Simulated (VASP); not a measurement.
Runs of VASP 6.6.1 on Sr. The structure is that of space group Immm (No. 71), or close to it. The cells are those of the table. 

```csv
cell,gap on the mesh (eV),pressure (GPa)
"a = 4.201 Å, angles 107.5, 111.5, 109.5°, 1 atom",none,-0.5
"a = 4.214 Å, angles 117.6, 101.5, 109.7°, 1 atom",none,-0.3
"a = 4.211 Å, angles 102.4, 116.6, 109.7°, 1 atom",none,(a)
"a = 4.204 Å, angles 113.5, 105.4, 109.5°, 1 atom",none,-0.5
```

Alike in all rows: task single point; level PBE; potentials or basis VASP PAW PBE potentials, release 64 (Sr_sv); no spin polarisation; k mesh 14 × 14 × 14; cutoff (eV) 520; smearing gaussian 0.15 eV.

Q: Fill in the values left out.

A: (a) -0.4.

A k mesh can miss the band edges, and the runs leave out spin-orbit coupling on Sr.

A gap of «none» marks levels without a gap at the run's occupations.
